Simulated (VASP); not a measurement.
# PtSe2 (P-3m1) in VASP: a series of runs, part 2 of 2

VASP 6.6.1.

## (4) Relaxation of cell and atoms, PBE+D3(BJ)

This run uses another cell than the first one, of 19.82 Å³/atom, 0.854 times its volume.

INCAR reads:

```
SYSTEM = PtSe2
  PREC = Accurate
  ENCUT = 600
  EDIFF = 1E-7
  ISMEAR = 0
  SIGMA = 0.1
  LREAL = .FALSE.
  LASPH = .TRUE.
  NELM = 100
  ALGO = Normal
  ISIF = 3
  LWAVE = .FALSE.
  LCHARG = .FALSE.
  GGA = PE
  IVDW = 12
  IBRION = 2
  NSW = 100
  EDIFFG = -0.01
```

KPOINTS reads:

```
regular mesh
0
G
  15 15 10
  0 0 0
```

POSCAR reads:

```
PtSe2
1.0
    3.7690977445      0.0000000029      0.0000000000
   -1.8845488748      3.2641343947      0.0000000000
    0.0000000000      0.0000000000      4.8339015680
Pt Se
1 2
Direct
    0.0000000000      0.0000000000      0.0000000000
    0.6666666667      0.3333333333      0.7347312198
    0.3333333333      0.6666666667      0.2652687802
```

Potentials or basis: VASP PAW PBE potentials, release 64 (Pt, Se).

Command:

```sh
cat potpaw_PBE.64/Pt/POTCAR potpaw_PBE.64/Se/POTCAR > POTCAR
mpirun -np 1 vasp_std > vasp.out
```

OUTCAR:

```text
SYSTEM = PtSe2
   PREC = Accurate
   ENCUT = 600
   EDIFF = 1E-7
   ISMEAR = 0
   LREAL = .FALSE.
   LASPH = .TRUE.
   NELM = 100
   ISIF = 3
   GGA = PE
   IVDW = 12
   IBRION = 2
   NSW = 100
   EDIFFG = -0.01
 IVDW          = 12

 ion  position               nearest neighbor table
   1  0.000  0.000  0.000-   2 2.53   3 2.53   2 2.53   3 2.53   2 2.53   3 2.53
   2  0.667  0.333  0.735-   1 2.53   1 2.53   1 2.53
   3  0.333  0.667  0.265-   1 2.53   1 2.53   1 2.53

  LATTYP: Found a hexagonal cell.
 ALAT       =     3.7690977445
 C/A-ratio  =     1.2825089440

  Lattice vectors:

 A1 = (   3.7690977445,   0.0000000029,   0.0000000000)
 A2 = (  -1.8845488748,   3.2641343947,   0.0000000000)
 A3 = (   0.0000000000,   0.0000000000,   4.8339015680)

Analysis of symmetry for initial positions (statically):
=====================================================================
 Subroutine PRICEL returns:
 Original cell was already a primitive cell.

 Routine SETGRP: Setting up the symmetry group for a
 hexagonal supercell.

 Subroutine GETGRP returns: Found 12 space group operations
 (whereof 12 operations were pure point group operations)
 out of a pool of 24 trial point group operations.

The static configuration has the point symmetry D_3d.

Analysis of symmetry for dynamics (positions and initial velocities):
=====================================================================
 Subroutine PRICEL returns:
 Original cell was already a primitive cell.

 Routine SETGRP: Setting up the symmetry group for a
 hexagonal supercell.

 Subroutine GETGRP returns: Found 12 space group operations
 (whereof 12 operations were pure point group operations)
 out of a pool of 24 trial point group operations.

The dynamic configuration has the point symmetry D_3d.

 Subroutine INISYM returns: Found 12 space group operations
 (whereof 12 operations are pure point group operations),
 and found     1 'primitive' translations

----------------------------------------------------------------------------------------

                                     Primitive cell

  volume of cell :      59.4707

  direct lattice vectors                    reciprocal lattice vectors
     3.769097744  0.000000003  0.000000000     0.265315486  0.153179967  0.000000000
    -1.884548875  3.264134395  0.000000000    -0.000000000  0.306359935  0.000000000
     0.000000000  0.000000000  4.833901568     0.000000000  0.000000000  0.206872231

  length of vectors
     3.769097744  3.769097745  4.833901568     0.306359935  0.306359935  0.206872231

  position of ions in fractional coordinates (direct lattice)
     0.000000000  0.000000000  0.000000000
     0.666666667  0.333333333  0.734731220
     0.333333333  0.666666667  0.265268780

  ion indices of the primitive-cell ions
   primitive index   ion index
                 1           1
                 2           2
                 3           3

----------------------------------------------------------------------------------------

 KPOINTS: regular mesh

Automatic generation of k-mesh.
 Grid dimensions read from file:
 generate k-points for:   15   15   10

 Generating k-lattice:

  Cartesian coordinates                     Fractional coordinates (reciprocal lattice)
     0.017687699  0.010211998  0.000000000     0.066666667 -0.000000000  0.000000000
    -0.000000000  0.020423996  0.000000000     0.000000000  0.066666667  0.000000000
     0.000000000  0.000000000  0.020687223     0.000000000  0.000000000  0.100000000

  Length of vectors
     0.020423996  0.020423996  0.020687223

  Shift w.r.t. Gamma in fractional coordinates (k-lattice)
     0.000000000  0.000000000  0.000000000

 Subroutine IBZKPT returns following result:
 ===========================================

 Found    238 irreducible k-points:

 Following reciprocal coordinates:
            Coordinates               Weight
  0.000000  0.000000  0.000000      1.000000
  0.066667 -0.000000  0.000000      6.000000
  0.133333 -0.000000  0.000000      6.000000
  0.200000 -0.000000  0.000000      6.000000
  0.266667 -0.000000  0.000000      6.000000
  0.333333 -0.000000  0.000000      6.000000
[... 16 lines left out ...]
  0.333333  0.200000  0.000000     12.000000
  0.400000  0.200000  0.000000      6.000000
 [... further k-points ...]
   k-points           NKPTS =    238   k-points in BZ     NKDIM =    238   number of bands    NBANDS=     15
   number of dos      NEDOS =    301   number of ions     NIONS =      3
   total plane-waves  NPLWV =  36000
   dimension x,y,z NGX =    30 NGY =   30 NGZ =   40
   dimension x,y,z NGXF=    60 NGYF=   60 NGZF=   80
   ions per type =               1   2
   NGX,Y,Z   is equivalent  to a cutoff of  13.23, 13.23, 13.76 a.u.
   NGXF,Y,Z  is equivalent  to a cutoff of  26.46, 26.46, 27.51 a.u.
 SYSTEM =  PtSe2
   PREC   = accura    normal or accurate (medium, high low for compatibility)
   ISTART =      0    job   : 0-new  1-cont  2-samecut
   ICHARG =      2    charge: 1-file 2-atom 10-const
   ISPIN  =      1    spin polarized calculation?
   LNONCOLLINEAR =      F non collinear calculations
   LSORBIT =      F    spin-orbit coupling
   LASPH  =      T    aspherical Exc in radial PAW
   ENCUT  =  600.0 eV  44.10 Ry    6.64 a.u.   7.53  7.53  9.65*2*pi/ulx,y,z
   NELM   =    100;   NELMIN=  2; NELMDL= -5     # of ELM steps
   EDIFF  = 0.1E-06   stopping-criterion for ELM
   LREAL  =      F    real-space projection
   EDIFFG = -.1E-01   stopping-criterion for IOM
   NSW    =    100    number of steps for IOM
   IBRION =      2    ionic relax: 0-MD 1-quasi-New 2-CG
   NFREE  =      1    steps in history (QN), initial steepest desc. (CG)
   ISIF   =      3    stress and relaxation
   ISYM   =      2    0-nonsym 1-usesym 2-fastsym
   POTIM  = 0.5000    time-step for ionic-motion
   TEBEG  =    0.0;   TEEND  =   0.0 temperature during run
   PSTRESS=    0.0 pullay stress
   NELECT =      22.0000    total number of electrons
   NUPDOWN=      -1.0000    fix difference up-down
   EMIN   =  10.00;   EMAX   =-10.00  energy-range for DOS
   EFERMI =   0.00;   METHOD = LEGACY
   ISMEAR =     0;   SIGMA  =   0.10  broadening in eV -4-tet -1-fermi 0-gaus
   EFERMI_NEDOS =   21; number of points for ismear=-14 and -15
   IALGO  =     38    algorithm
   IMIX   =      4    mixing-type and parameters
     AMIX     =   0.40;   BMIX     =  1.00
     AMIX_MAG =   1.60;   BMIX_MAG =  1.00
  volume/ion in A,a.u.               =      19.82       133.78
  Fermi-wavevector in a.u.,A,eV,Ry     =   1.175208  2.220821 18.791187  1.381113
  Thomas-Fermi vector in A             =   2.311592
   LORBIT       =      0    0 simple, 1 ext, 2 COOP (PROOUT), +10 PAW based schemes
   GGA     = PE    functional components
   LHFCALC =     F    Hartree Fock is set to
   AEXX    =    0.0000 exact exchange contribution
   IVDW    =    12    specifies the selected vdW correction
   LEPSILON=     F    determine dielectric tensor
   LRPA    =     F    only Hartree local field effects (RPA)
 conjugate gradient relaxation of ions
 non-spin polarized calculation
 Gauss-broadening in eV      SIGMA  =   0.10
  energy-cutoff  :      600.00
  volume of cell :       59.47
 maximum number of plane-waves:      2008
 NGX is ok and might be reduce to    30
   NGX = 15   NGY = 15   NGZ = 19

--------------------------------------- Ionic step        1  -------------------------------------------

 number of electron      22.0000002 magnetization

 Free energy of the ion-electron system (eV)
  ---------------------------------------------------
  ext. energy  EPLUGINS =         0.00000000
  ---------------------------------------------------
  free energy    TOTEN  =       -14.19964798 eV

  energy without entropy =      -14.19582294  energy(sigma->0) =      -14.19773546

------------------------ aborting loop because EDIFF is reached ----------------------------------------

 Edisp (eV)   -1.46839

 E8    (eV) :    -0.6309
[... 114 lines left out ...]
--------------------------------------- Ionic step        4  -------------------------------------------

 number of electron      22.0000002 magnetization

 Free energy of the ion-electron system (eV)
  ---------------------------------------------------
  ext. energy  EPLUGINS =         0.00000000
  ---------------------------------------------------
  free energy    TOTEN  =       -14.19802836 eV

  energy without entropy =      -14.19419695  energy(sigma->0) =      -14.19611266

 E-fermi :   6.7010     XC(G=0): -10.8234

 val. band max:        6.6897904198   @ k =  -0.0000   0.2000   0.3000
 cond. band min:       6.7081981376   @ k =  -0.0667   0.2667   0.4000
 fundamental gap:      0.0184077178
 Fermi energy:         6.7010372531

 k-point     1 :       0.0000    0.0000    0.0000
  band No.  band energies     occupation
      1      -8.9552      2.00000
      2      -5.8553      2.00000
      3      -0.4000      2.00000
      4       0.4836      2.00000
      5       0.4836      2.00000
      6       2.9230      2.00000
      7       2.9230      2.00000
      8       4.2434      2.00000
      9       5.7042      2.00000
     10       5.7042      2.00000
     11       7.4959      0.00000
     12       7.7800      0.00000
     13       7.7800      0.00000
     14      10.0693      0.00000
[... 401 lines left out ...]
      2      -6.8498      2.00000
      3      -0.2456      2.00000
      4       0.8636      2.00000
      5       1.2841      2.00000
      6       1.8822      2.00000
      7       2.4041      2.00000
      8       3.2767      2.00000
      9       3.8888      2.00000
     10       4.2029      2.00000
     11       5.2489      2.00000
     12       6.8080      0.13034
     13       7.5796      0.00000
     14      10.8608      0.00000
     15      13.5535      0.00000

 [... further k-points ...]

------------------------ aborting loop because EDIFF is reached ----------------------------------------

 Edisp (eV)   -1.47009

 E8    (eV) :    -0.6316
[... 26 lines left out ...]
  FREE ENERGIE OF THE ION-ELECTRON SYSTEM (eV)
  ---------------------------------------------------
  free  energy   TOTEN  =       -15.6681219009 eV

  energy  without entropy=      -15.6642904997  energy(sigma->0) =      -15.66620620

 reached required accuracy - stopping structural energy minimisation
```

OSZICAR:

```text
N       E                     dE             d eps       ncg     rms          rms(c)
DAV:   1     0.126457340752E+03    0.12646E+03   -0.11169E+04  7172   0.146E+03
DAV:   2    -0.942028588718E+01   -0.13588E+03   -0.13283E+03  9158   0.251E+02
DAV:   3    -0.148866718451E+02   -0.54664E+01   -0.53994E+01  8855   0.530E+01
[... 28 lines left out ...]
DAV:   1    -0.141981589021E+02    0.10818E-02   -0.33214E-03  7196   0.485E-01    0.669E-02
DAV:   2    -0.141980572360E+02    0.10167E-03   -0.61238E-04  7343   0.266E-01    0.420E-02
DAV:   3    -0.141980324274E+02    0.24809E-04   -0.59688E-05  8022   0.860E-02    0.146E-02
DAV:   4    -0.141980284479E+02    0.39794E-05   -0.29786E-05  7378   0.320E-02    0.533E-03
DAV:   5    -0.141980283557E+02    0.92288E-07   -0.92781E-07  8071   0.843E-03
   4 F= -.15668122E+02 E0= -.15666206E+02  d E =-.187284E-04
```

It took 7.3 min on 1 thread of Intel Xeon Platinum 8488C (Sapphire Rapids), shared host; peak memory 0.42 GiB.

Results:

- Free energy: -15.6681 eV
- Relaxed volume: 19.80 Å³/atom
- Relaxed cell: a = 3.772 Å, b = 3.772 Å, c = 4.820 Å, α = 90.00°, β = 90.00°, γ = 120.00°
- Space group after relaxing (to 0.05 Å): P-3m1 (No. 164)
- Energy gained by relaxing: 0.0 meV/atom
- Ionic steps: 4
- Pressure after relaxing: 0.0 GPa
- Largest force after relaxing: 0.009 eV/Å
- Band gap on the k mesh: zero (band 11 reaches 7.50 eV, above the bottom of band 12 at 6.60 eV)
- Dispersion energy per atom: -0.490 eV

Forces on the atoms (eV/Å):
```
Pt   0.000  0.000  0.000
Se   0.000  0.000 -0.009
Se   0.000  0.000  0.009
```

Final structure:
```
Pt Se
1.0
     3.77246    0.00000    0.00000
    -1.88623    3.26705    0.00000
     0.00000    0.00000    4.82013
Pt Se
1 2
Direct
  0.00000 0.00000 0.00000
  0.66667 0.33333 0.73455
  0.33333 0.66667 0.26545
```

Caveat: spin-orbit coupling is left out, which moves the levels of the heavy elements; pairwise dispersion overbinds metals, which lowers pressure and volume.

## (5) Single point, PBE+D3(BJ)

This run uses another cell than the first one, of 19.82 Å³/atom, 0.854 times its volume.

INCAR reads:

```
  ALGO = Normal
  EDIFF = 1E-6
  ENCUT = 520
  GGA = PE
  ISIF = 2
  ISMEAR = 0
  IVDW = 12
  LASPH = T
  LCHARG = F
  LREAL = F
  LWAVE = F
  NBANDS = 18
  NELM = 100
  PREC = Accurate
  SIGMA = 0.02
```

KPOINTS reads:

```
k-points
0
Gamma
  9 9 6
```

POSCAR is that of step 4.

Command:

```sh
cat potpaw_PBE.64/Pt/POTCAR potpaw_PBE.64/Se/POTCAR > POTCAR
mpirun -np 1 vasp_std > vasp.out
```

Wall time 42 s (1 thread of Intel Xeon Platinum 8488C (Sapphire Rapids), shared host); peak memory 0.22 GiB.

The run converged. Its results:

- Free energy: -15.6656 eV
- Pressure: 0.0 GPa
- Largest force: 0.010 eV/Å
- Band gap on the k mesh: zero (band 11 reaches 7.48 eV, above the bottom of band 12 at 6.67 eV)
- Dispersion energy per atom: -0.489 eV

Forces in eV/Å, atoms in the order of the input:
```
Pt   0.000  0.000  0.000
Se   0.000  0.000 -0.010
Se   0.000  0.000  0.010
```

Levels at points of the mesh, in eV from the Fermi level:
```tsv
k point	band 7	band 8	band 9	band 10	band 11	band 12	band 13	band 14	band 15	band 16
(0.00, 0.00, 0.00)	-3.82	-2.50	-1.02	-1.02	0.76	1.06	1.06	3.35	4.09	7.26
(0.00, 0.00, 0.50)	-3.87	-2.93	-1.72	-1.72	-1.72	2.30	2.30	4.97	6.49	6.57
```

Caveat: spin-orbit coupling is left out, which moves the levels of the heavy elements; pairwise dispersion overbinds metals, which lowers pressure and volume.

## (6) Overview

| task | cell | k mesh | cutoff (eV) | smearing | gap on the mesh (eV) | pressure (GPa) | relaxed volume (Å³/atom) | largest force (eV/Å) |
| --- | --- | --- | --- | --- | --- | --- | --- | --- |
| relaxation of cell and atoms | relaxed from a = 3.717, b = 3.717, c = 5.820 Å, angles 90.0, 90.0, 120.0°, 3 atoms | 9 × 9 × 6 | 600 | gaussian 0.02 eV | none | 0.0 | 19.79 | - |
| single point | a = 3.772, b = 3.772, c = 4.823 Å, angles 90.0, 90.0, 120.0°, 3 atoms | 15 × 15 × 10 | 520 | gaussian 0.1 eV | none | 0.0 | - | 0.01 |
| relaxation of cell and atoms | relaxed from a = 3.769, b = 3.769, c = 4.834 Å, angles 90.0, 90.0, 120.0°, 3 atoms | 15 × 15 × 10 | 600 | gaussian 0.1 eV | none | 0.0 | 19.80 | 0.01 |
| single point | a = 3.769, b = 3.769, c = 4.834 Å, angles 90.0, 90.0, 120.0°, 3 atoms | 9 × 9 × 6 | 520 | gaussian 0.02 eV | none | 0.0 | - | 0.01 |

Alike in all rows: level PBE+D3(BJ); potentials or basis VASP PAW PBE potentials, release 64 (Pt, Se); no spin polarisation.

Caveats: spin-orbit coupling is left out, which moves the levels of the heavy elements; pairwise dispersion overbinds metals, which lowers pressure and volume (some runs).

Absolute energies hang on the potentials; compare differences alone.
